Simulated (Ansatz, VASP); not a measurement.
One calculation of LiF, two programs

The input INCAR:

```
PREC = Accurate ; ENCUT = 520
EDIFF = 1E-7 ; ISMEAR = 0
SIGMA = 0.05 ; LREAL = F
LASPH = T ; NELM = 60
ALGO = Normal ; ISIF = 2
LWAVE = F ; LCHARG = F
GGA = CA ; NBANDS = 18
```

Contents of KPOINTS:

```
regular mesh
0
Gamma
  9 9 6
```

File POSCAR:

```
LiF
1.0
    3.1527680120      0.0000000000      0.0000000000
   -1.5763840060      2.7303771907      0.0000000000
    0.0000000000      0.0000000000      4.8073245700
Li F
2 2
Direct
    0.3333333333      0.6666666667      0.3811542600
    0.6666666667      0.3333333333      0.8811542600
    0.3333333333      0.6666666667      0.9938437400
    0.6666666667      0.3333333333      0.4938437400
```

Input for Ansatz:

```yaml
crystal:
  lattice:
    - [3.152768012, 0.0, 0.0]
    - [-1.576384006, 2.7303771907, 0.0]
    - [0.0, 0.0, 4.80732457]
  atoms:
    - { symbol: Li, position: [0.3333333333, 0.6666666667, 0.38115426] }
    - { symbol: Li, position: [0.6666666667, 0.3333333333, 0.88115426] }
    - { symbol: F, position: [0.3333333333, 0.6666666667, 0.99384374] }
    - { symbol: F, position: [0.6666666667, 0.3333333333, 0.49384374] }
basis:
  ecutwfc: 420
kpoints:
  mp_grid: { grid: [9, 9, 6] }
hamiltonian:
  xc: lda
scf:
  occupations: { method: gaussian, width: 0.05 }
output:
  forces: true
  stress: true
  eigenvalues: true
```

Change from the starting cell: strain +0.030 along x and y, +0.000 along z, atoms carried along.

Alike in both runs: task single point; functional LDA; k mesh 9 × 9 × 6; occupations gaussian, width 0.05 eV; no spin polarisation.

|  | VASP | Ansatz |
| --- | --- | --- |
| version | VASP 6.6.1 | Ansatz 0.2.0 |
| potentials or method | VASP PAW LDA potentials, release 64 (Li_sv, F), cutoff 520 eV | scalar-relativistic, plane waves, PAW |
| valence electrons in the cell | 20 | 20 |

|  | VASP | Ansatz | Ansatz less VASP |
| --- | --- | --- | --- |
| gap on the k mesh at the Fermi level (eV) | 7.25 | 7.27 | +0.015 |
| least direct gap on the mesh (eV) | 7.25 | 7.27 | +0.015 |
| rms of the force components (eV/Å) | 0.041 | 0.039 | -0.0019 |

LDA's correlation is that of Perdew and Zunger in VASP and of Perdew and Wang (1992) in Ansatz. Atom by atom the forces differ by 0.002 eV/Å (rms over components).

Noted on VASP's run: the cutoff is short for stress, so the pressure is rough.
